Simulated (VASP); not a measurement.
## WSe2: single point with PBE

The system is WSe2, a slab with vacuum.

```
W Se
1.0
    -6.63588   11.49367    0.00000
     6.63588   11.49367    0.00000
     1.65897    2.87342  -16.65814
W Se
16 32
Direct
  0.50000 0.00000 0.00000
  0.50000 0.25000 0.00000
  0.75000 0.00000 0.00000
  0.00000 0.00000 0.00000
  0.00000 0.25000 0.00000
  0.00000 0.50000 0.00000
  0.00000 0.75000 0.00000
  0.25000 0.00000 0.00000
  0.25000 0.25000 0.00000
  0.25000 0.50000 0.00000
  0.50000 0.50000 0.00000
  0.50000 0.75000 0.00000
  0.75000 0.25000 0.00000
  0.75000 0.50000 0.00000
  0.75000 0.75000 0.00000
  0.25000 0.75000 0.00000
  0.83333 0.10828 0.90021
  0.33333 0.10828 0.90021
  0.33333 0.35828 0.90021
  0.33333 0.60828 0.90021
  0.58333 0.10828 0.90021
  0.58333 0.35828 0.90021
  0.83333 0.35828 0.90021
  0.83333 0.60828 0.90021
  0.83333 0.85828 0.90021
  0.08333 0.10828 0.90021
  0.08333 0.35828 0.90021
  0.08333 0.60828 0.90021
  0.08333 0.85828 0.90021
  0.33333 0.85828 0.90021
  0.58333 0.60828 0.90021
  0.58333 0.85828 0.90021
  0.83333 0.05839 0.09979
  0.33333 0.05839 0.09979
  0.33333 0.30839 0.09979
  0.33333 0.55839 0.09979
  0.58333 0.05839 0.09979
  0.58333 0.30839 0.09979
  0.83333 0.30839 0.09979
  0.83333 0.55839 0.09979
  0.83333 0.80839 0.09979
  0.08333 0.05839 0.09979
  0.08333 0.30839 0.09979
  0.08333 0.55839 0.09979
  0.08333 0.80839 0.09979
  0.33333 0.80839 0.09979
  0.58333 0.55839 0.09979
  0.58333 0.80839 0.09979
```

```yaml
Program: VASP 6.6.1
Task: single point
Functional: PBE
Potentials_or_basis: VASP PAW PBE potentials, release 64 (W_sv, Se)
Cutoff: 520 eV
k_mesh: 1 × 1 × 1
Occupations: gaussian, width 0.05 eV
Spin: no spin polarisation
Dipole_correction: no
Further_INCAR_settings: LREAL = Auto; ALGO = Normal; EDIFF = 1e-07; NBANDS = 238
```

The largest force is 0.294 eV/Å and the band gap on the k mesh is 2.26 eV.

Forces in eV/Å, atoms in the order of the input:
```
W   -0.005  0.003  0.000
W   -0.005  0.003  0.000
W   -0.005  0.003  0.000
W   -0.005  0.003  0.000
W   -0.005  0.003  0.000
W   -0.005  0.003  0.000
W   -0.005  0.003  0.000
W   -0.005  0.003  0.000
W   -0.005  0.003  0.000
W   -0.005  0.003  0.000
W   -0.005  0.003  0.000
W   -0.005  0.003  0.000
W   -0.005  0.003  0.000
W   -0.005  0.003  0.000
W   -0.005  0.003  0.000
W   -0.005  0.003  0.000
Se   0.005  0.002  0.294
Se   0.005  0.002  0.294
Se   0.005  0.002  0.294
Se   0.005  0.002  0.294
Se   0.005  0.002  0.294
Se   0.005  0.002  0.294
Se   0.005  0.002  0.294
Se   0.005  0.002  0.294
Se   0.005  0.002  0.294
Se   0.005  0.002  0.294
Se   0.005  0.002  0.294
Se   0.005  0.002  0.294
Se   0.005  0.002  0.294
Se   0.005  0.002  0.294
Se   0.005  0.002  0.294
Se   0.005  0.002  0.294
Se   0.001 -0.005 -0.294
Se   0.001 -0.005 -0.294
Se   0.001 -0.005 -0.294
Se   0.001 -0.005 -0.294
Se   0.001 -0.005 -0.294
Se   0.001 -0.005 -0.294
Se   0.001 -0.005 -0.294
Se   0.001 -0.005 -0.294
Se   0.001 -0.005 -0.294
Se   0.001 -0.005 -0.294
Se   0.001 -0.005 -0.294
Se   0.001 -0.005 -0.294
Se   0.001 -0.005 -0.294
Se   0.001 -0.005 -0.294
Se   0.001 -0.005 -0.294
Se   0.001 -0.005 -0.294
```

Levels at points of the mesh, in eV from the valence-band top:
```
           k point  band 206  band 207  band 208  band 209  band 210  band 211
(0.00, 0.00, 0.00)     -0.24     -0.24      0.00      2.26      2.26      2.26
```

It took 27 min on 1 thread of Intel Xeon 6975P-C (shared host), peak memory 1.9 GiB.

Caveat: the k points lie up to 0.55 Å⁻¹ apart; spin-orbit coupling is left out, which moves the levels of the heavy elements.
